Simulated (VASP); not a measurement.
# AlGa3N4 in VASP: a series of runs

AlGa3N4 is run at these levels: PBEsol; tasks: single point.

Program: VASP 6.6.1. These are calculated values, not measurements. Logs are shortened: lines on timing, memory, paths and dates and some standing lists are left out, and cuts for length are marked.

### Step 1. The cell of the first run

The cell holds a disordered packing, 16 atoms: a = 5.844 Å, b = 5.834 Å, c = 5.864 Å, α = 87.46°, β = 89.85°, γ = 89.42°.

### Step 2. Single point, PBEsol

The input, INCAR:

```
SYSTEM = AlGa3N4
ALGO = Normal
EDIFF = 1E-7
ENCUT = 520
GGA = PS
ISIF = 2
ISMEAR = -1
LASPH = .True.
LCHARG = .False.
LREAL = Auto
LWAVE = .False.
NBANDS = 76
NELM = 60
PREC = Accurate
SIGMA = 0.2361
```

The input, KPOINTS:

```
k-points
0
Gamma
  3 3 3
  0 0 0
```

The input, POSCAR:

```
AlGa3N4
1.0
    5.8442820000      0.0295190000      0.0072460000
    0.0295190000      5.8328170000      0.1297100000
    0.0072460000      0.1297100000      5.8621710000
Al Ga N
2 6 8
Direct
    0.7880093971      0.3764010984      0.3791229646
    0.0458070066      0.9125830622      0.1115613902
    0.3265091780      0.2752248654      0.7166121180
    0.5553278221      0.9726213189      0.3302836834
    0.0527880298      0.7817094816      0.5342070625
    0.7399311707      0.0970750405      0.9267104990
    0.2779621666      0.4047772287      0.1724684106
    0.9760137169      0.4886659363      0.8964581298
    0.5408729065      0.6425346408      0.6928838775
    0.2614193760      0.7178688748      0.3375429637
    0.8582671584      0.0377920172      0.3024759274
    0.3617359736      0.1262188268      0.0112377988
    0.5937458250      0.2111117625      0.5675822838
    0.4997842875      0.7468930349      0.8416980809
    0.0390121328      0.4081088490      0.6315820840
    0.7330858584      0.4665913907      0.0689950297
```

Potentials or basis: VASP PAW PBE potentials, release 64 (Al, Ga_d, N).

Launch:

```bash
> cat potpaw_PBE.64/Al/POTCAR potpaw_PBE.64/Ga_d/POTCAR potpaw_PBE.64/N/POTCAR > POTCAR
> mpirun -np 1 vasp_std > vasp.out
```

OUTCAR:

```text
SYSTEM = AlGa3N4
   EDIFF = 1E-7
   ENCUT = 520
   GGA = PS
   ISIF = 2
   ISMEAR = -1
   LASPH = .True.
   LREAL = Auto
   NELM = 60
   PREC = Accurate

 ion  position               nearest neighbor table
   1  0.788  0.376  0.379-  13 1.83  16 1.90  11 2.08  15 2.10   4 2.76   5 3.01   8 3.08   7 3.11

   2  0.046  0.913  0.112-  11 1.74  10 2.12  12 2.30   6 2.32   5 2.56   8 2.86
   3  0.327  0.275  0.717-  13 1.83  15 1.90  12 1.91   8 2.63   7 2.82   6 2.88
   4  0.555  0.973  0.330-  11 1.82  13 2.03  10 2.28  12 2.33   6 2.67   1 2.76
   5  0.053  0.782  0.534-  10 1.73  15 2.23  11 2.27   2 2.56   8 2.71   1 3.01
   6  0.740  0.097  0.927-  12 2.27  11 2.32   2 2.32  13 2.34  16 2.35   4 2.67   8 2.68   3 2.88

   7  0.278  0.405  0.172-  12 1.97  10 2.11   8 2.43   3 2.82   1 3.11
   8  0.976  0.489  0.896-  15 1.68  16 1.74   7 2.43   3 2.63   6 2.68   5 2.71   2 2.86   1 3.08

   9  0.541  0.643  0.693-  14 1.11
  10  0.261  0.718  0.338-   5 1.73   7 2.11   2 2.12   4 2.28
  11  0.858  0.038  0.302-   2 1.74   4 1.82   1 2.08   5 2.27   6 2.32
  12  0.362  0.126  0.011-   3 1.91   7 1.97   6 2.27   2 2.30   4 2.33
  13  0.594  0.211  0.568-   3 1.83   1 1.83   4 2.03   6 2.34
  14  0.500  0.747  0.842-   9 1.11
  15  0.039  0.408  0.632-   8 1.68   3 1.90   1 2.10   5 2.23
  16  0.733  0.467  0.069-   8 1.74   1 1.90   6 2.35

  LATTYP: Found a triclinic cell.
 ALAT       =     5.8343337418
 B/A-ratio  =     1.0050179819
 C/A-ratio  =     1.0017186707
 COS(alpha) =     0.0025869948
 COS(beta)  =     0.0101365664
 COS(gamma) =     0.0443484150

  Lattice vectors:

 A1 = (   0.0295190000,   5.8328170000,   0.1297100000)
 A2 = (   0.0072460000,   0.1297100000,   5.8621710000)
 A3 = (   5.8442820000,   0.0295190000,   0.0072460000)

Analysis of symmetry for initial positions (statically):
=====================================================================
 Subroutine PRICEL returns:
 Original cell was already a primitive cell.

 Routine SETGRP: Setting up the symmetry group for a
 triclinic supercell.

 Subroutine GETGRP returns: Found  1 space group operations
 (whereof  1 operations were pure point group operations)
 out of a pool of  2 trial point group operations.

The static configuration has the point symmetry C_1 .

Analysis of symmetry for dynamics (positions and initial velocities):
[... 131 lines left out ...]
   NSW    =      0    number of steps for IOM
   IBRION =     -1    ionic relax: 0-MD 1-quasi-New 2-CG
   NFREE  =      0    steps in history (QN), initial steepest desc. (CG)
   ISIF   =      2    stress and relaxation
   ISYM   =      2    0-nonsym 1-usesym 2-fastsym
   POTIM  = 0.5000    time-step for ionic-motion
   TEBEG  =    0.0;   TEEND  =   0.0 temperature during run
   PSTRESS=    0.0 pullay stress
   NELECT =     124.0000    total number of electrons
   NUPDOWN=      -1.0000    fix difference up-down
   EMIN   =  10.00;   EMAX   =-10.00  energy-range for DOS
   EFERMI =   0.00;   METHOD = LEGACY
   ISMEAR =    -1;   SIGMA  =   0.24  broadening in eV -4-tet -1-fermi 0-gaus
   EFERMI_NEDOS =   21; number of points for ismear=-14 and -15
   IALGO  =     38    algorithm
   IMIX   =      4    mixing-type and parameters
     AMIX     =   0.40;   BMIX     =  1.00
     AMIX_MAG =   1.60;   BMIX_MAG =  1.00
  volume/ion in A,a.u.               =      12.48        84.24
  Fermi-wavevector in a.u.,A,eV,Ry     =   1.396587  2.639166 26.537538  1.950454
  Thomas-Fermi vector in A             =   2.519926
   LORBIT       =      0    0 simple, 1 ext, 2 COOP (PROOUT), +10 PAW based schemes
   GGA     = PS    functional components
   LHFCALC =     F    Hartree Fock is set to
   AEXX    =    0.0000 exact exchange contribution
   IVDW    =     0    specifies the selected vdW correction
   LEPSILON=     F    determine dielectric tensor
   LRPA    =     F    only Hartree local field effects (RPA)
 non-spin polarized calculation
  energy-cutoff  :      520.00
  volume of cell :      199.73
 maximum number of plane-waves:      5397
 NGX is ok and might be reduce to    48
   NGX = 21   NGY = 21   NGZ = 21

 number of electron     124.0000003 magnetization

 Free energy of the ion-electron system (eV)
  ---------------------------------------------------
  ext. energy  EPLUGINS =         0.00000000
  ---------------------------------------------------
  free energy    TOTEN  =       -91.43958517 eV

  energy without entropy =      -90.76701688  energy(sigma->0) =      -91.10330103

 E-fermi :   6.1795     XC(G=0): -11.2219

 val. band max:        6.1343078604   @ k =   0.3333  -0.0000   0.0000
 cond. band min:       6.1908151986   @ k =   0.0000   0.3333   0.0000
 fundamental gap:      0.0565073382
 Fermi energy:         6.1794794664

 k-point     1 :       0.0000    0.0000    0.0000
  band No.  band energies     occupation
      1     -17.9251      2.00000
      2     -11.5145      2.00000
      3     -10.8759      2.00000
      4     -10.4837      2.00000
      5     -10.2244      2.00000
      6     -10.1536      2.00000
[... 1067 lines left out ...]
     73      10.1717      0.00000
     74      10.7868      0.00000
 [bands above 74 left out]

------------------------ aborting loop because EDIFF is reached ----------------------------------------

  FORCE on cell =-STRESS in cart. coord.  units (eV):
  Direction    XX          YY          ZZ          XY          YZ          ZX
  --------------------------------------------------------------------------------------
  -------------------------------------------------------------------------------------
  Total       12.1870008      4.8513891     21.4603910     -6.3767766      4.4471506    -14.5607440
  in kB       97.7608172     38.9165283    172.1494406    -51.1527737     35.6738373   -116.8023420
  external PRESSURE =     102.9422620 kB  Pullay stress =       0.0000000 kB

 VOLUME and BASIS-vectors are now :
 -----------------------------------------------------------------------------
  energy-cutoff  :      520.00
  volume of cell :      199.73
      direct lattice vectors                 reciprocal lattice vectors
     5.844282000  0.029519000  0.007246000     0.171112008 -0.000861692 -0.000192439
     0.029519000  5.832817000  0.129710000    -0.000861692  0.171532487 -0.003794368
     0.007246000  0.129710000  5.862171000    -0.000192439 -0.003794368  0.170669460

 POSITION                                       TOTAL-FORCE (eV/Angst)
 -----------------------------------------------------------------------------------
      4.61921      2.26792      2.27702         1.366198     -1.339633      0.240505
      0.29546      5.33875      0.77270         4.837718     -1.624407     -1.908644
      1.92153      1.70793      4.23897        -0.236556     -0.449039     -1.069739
      3.27660      5.73236      2.06636        -3.022751     -0.994117      0.969255
      0.33545      4.63042      3.23339        -2.307434      1.010349      3.842248
      4.33395      0.70827      5.45049        -2.029659      1.180147     -2.046808
[... 8 lines left out ...]
      0.24462      2.46350      3.75566         0.392243     -1.460477     -5.684535
      4.29863      2.75213      0.47029        -2.154076     -0.882160      3.323278
 -----------------------------------------------------------------------------------
    total drift:                                0.002065     -0.000435     -0.001285

  FREE ENERGIE OF THE ION-ELECTRON SYSTEM (eV)
  ---------------------------------------------------
  free  energy   TOTEN  =       -91.4395851740 eV

  energy  without entropy=      -90.7670168763  energy(sigma->0) =      -91.10330103
```

OSZICAR:

```text
N       E                     dE             d eps       ncg     rms          rms(c)
DAV:   1     0.162877041961E+04    0.16288E+04   -0.52313E+04  2380   0.268E+03
DAV:   2     0.319316717302E+03   -0.13095E+04   -0.12407E+04  2144   0.789E+02
DAV:   3    -0.582409700955E+02   -0.37756E+03   -0.35442E+03  2676   0.260E+02
DAV:   4    -0.103411833406E+03   -0.45171E+02   -0.43792E+02  2568   0.916E+01
[... 11 lines left out ...]
DAV:  16    -0.914395786114E+02   -0.84036E-05   -0.11626E-04  3336   0.129E-01    0.652E-03
DAV:  17    -0.914395854328E+02   -0.68214E-05   -0.71132E-05  3584   0.549E-02    0.424E-03
DAV:  18    -0.914395853673E+02    0.65549E-07   -0.14198E-06  2464   0.212E-02    0.230E-03
DAV:  19    -0.914395851955E+02    0.17173E-06   -0.38379E-07  1760   0.794E-03    0.990E-04
DAV:  20    -0.914395851740E+02    0.21542E-07   -0.20439E-07  1336   0.485E-03
   1 F= -.91439585E+02 E0= -.91103301E+02  d E =-.672568E+00
```

stdout:

```text
POSCAR found type information on POSCAR AlGaN
 POSCAR found :  3 types and      16 ions
 scaLAPACK will be used
 -----------------------------------------------------------------------------
|                                                                             |
|                                                                             |
|     You enforced a specific xc type in the INCAR file but a different       |
|     I HOPE YOU KNOW WHAT YOU ARE DOING!                                     |
|                                                                             |
 -----------------------------------------------------------------------------

 LDA part: xc-table for (Slater+PW92), standard interpolation
 POSCAR, INCAR and KPOINTS ok, starting setup
 FFT: planning ... GRIDC
 FFT: planning ... GRID_SOFT
 FFT: planning ... GRID
 WAVECAR not read
 entering main loop
```

It took 16 min on 1 thread of AMD EPYC 7R13, shared host; peak memory 0.39 GiB.

Results:

```
Free energy            : -91.4396 eV
Pressure               : 10.3 GPa
Largest force          : 5.882 eV/Å
Band gap on the k mesh : zero (bands 62 and 63 overlap by 0.02 eV)
```

Forces in eV/Å, atoms in the order of the input:
```
Al   1.366 -1.340  0.241
Al   4.838 -1.624 -1.909
Ga  -0.237 -0.449 -1.070
Ga  -3.023 -0.994  0.969
Ga  -2.307  1.010  3.842
Ga  -2.030  1.180 -2.047
Ga   1.066  1.413  0.391
Ga   0.014  2.998  3.683
N    0.885 -1.417 -3.618
N    3.197  0.874 -3.829
N    1.160 -0.116  0.795
N   -0.367 -0.327  1.788
N   -1.920 -0.688  0.099
N   -0.881  1.823  3.025
N    0.392 -1.460 -5.685
N   -2.154 -0.882  3.323
```

Caveat: the standard files for N, O and F lose accuracy on very short bonds; the atoms stand as in a frame of molecular dynamics; the PAW data sets were made with another functional, which shifts forces and pressure a little.

### Step 3. Single point, PBEsol

This run uses another cell than the first one, of 11.81 Å³/atom.

The input, INCAR:

```
  PREC = Accurate
  ENCUT = 520
  EDIFF = 1E-6
  ISMEAR = 0
  SIGMA = 0.1
  LREAL = Auto
  LASPH = True
  NELM = 60
  ALGO = Normal
  ISIF = 2
  LWAVE = False
  LCHARG = False
  GGA = PS
  ISYM = 0
  NBANDS = 76
```

The input, KPOINTS:

```
Automatic mesh
0
Gamma
  3 3 3
```

The input, POSCAR:

```
AlGa3N4
1.0
    5.8640181572      0.0661316698      0.1220502900
    0.0702263952      5.6305134270     -0.1301858383
    0.1244695284     -0.1336171418      5.7312130751
Al Ga N
2 6 8
Direct
    0.8223592133      0.2949561023      0.2655974339
    0.1424790049      0.9032371741      0.9490464691
    0.2534934340      0.3915436298      0.6186329946
    0.5858789663      0.9066415649      0.3174659798
    0.1019960142      0.7912712289      0.4168375124
    0.5928216807      0.1246558040      0.7760860136
    0.4057560286      0.4254955303      0.1196410221
    0.8210694202      0.6335098534      0.7739209807
    0.3160840258      0.7429920721      0.6784734653
    0.3421701108      0.7563794447      0.1671920199
    0.9045249069      0.9726392038      0.2324293662
    0.2714781344      0.2086014962      0.8952586862
    0.5096283200      0.2572772845      0.4066947164
    0.5530247319      0.8046973676      0.6434418690
    0.9801111061      0.4776859581      0.4712041646
    0.7195821151      0.3763326716      0.9662703872
```

Potentials or basis: VASP PAW PBE potentials, release 64 (Al, Ga_d, N).

Launch:

```bash
> cat potpaw_PBE.64/Al/POTCAR potpaw_PBE.64/Ga_d/POTCAR potpaw_PBE.64/N/POTCAR > POTCAR
> mpirun -np 1 vasp_std > vasp.out
```

It took 11 min on 1 thread of AMD EPYC 7R13, shared host; peak memory 0.36 GiB.

It converged, with:

| Item | Value |
| --- | --- |
| Free energy | -102.6460 eV |
| Pressure | 0.0 GPa |
| Largest force | 0.068 eV/Å |
| Band gap on the k mesh | 1.34 eV (least direct gap 1.50 eV) |

Forces on the atoms (eV/Å):
```
Al   0.003 -0.007 -0.012
Al  -0.023 -0.003  0.012
Ga  -0.003  0.008  0.000
Ga   0.008 -0.022 -0.007
Ga  -0.011 -0.009 -0.018
Ga  -0.001 -0.005  0.009
Ga  -0.015  0.011 -0.009
Ga   0.007  0.001  0.021
N   -0.048 -0.025  0.010
N    0.002 -0.006  0.005
N    0.001  0.004  0.038
N    0.004  0.009 -0.004
N   -0.003  0.006 -0.010
N    0.064  0.023 -0.009
N    0.010  0.020 -0.004
N    0.005 -0.007 -0.022
```

Stress tensor (GPa, compression positive):
```
 0.01 -0.05 -0.11
-0.05 -0.09  0.04
-0.11  0.04 -0.06
```

Levels at points of the mesh, in eV from the valence-band top:
```tsv
k point	band 60	band 61	band 62	band 63	band 64	band 65
(0.00, 0.00, 0.00)	-1.41	-1.06	-0.55	1.56	2.42	3.13
```

Caveat: the atoms stand as in a frame of molecular dynamics; the PAW data sets were made with another functional, which shifts forces and pressure a little.

The gap in the log of VASP goes by the Fermi energy; the results here count the filled bands.